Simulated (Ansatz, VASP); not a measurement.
## Rb in VASP and in Ansatz

```xyz
3
Lattice="6.8301 0.0000 0.0000 -3.4151 5.9151 0.0000 0.0000 0.0000 4.0808" Properties=species:S:1:pos:R:3 pbc="T T T"
Rb    0.0000    0.0000    0.0000
Rb    0.0000    3.9434    2.0404
Rb    3.4151    1.9717    2.0404
```

Change from the starting cell: volume scaled by 0.6, PAW files.

Alike in both runs: task single point; functional PBE; k mesh 5 × 5 × 7; occupations fermi-dirac, width 0.05 eV; no spin polarisation.

|  | VASP | Ansatz |
| --- | --- | --- |
| version | VASP 6.6.1 | Ansatz 0.2.0 |
| potentials or method | VASP PAW PBE potentials, release 64 (Rb_sv) | PAW with Ansatz's default frozen-core files, scalar-relativistic |
| plane-wave cutoff (eV) | 520 | 420 |
| valence electrons in the cell | 27 | 27 |

|  | VASP | Ansatz | Ansatz less VASP |
| --- | --- | --- | --- |
| pressure (GPa) | 3.5 | 3.5 | 0.00 |
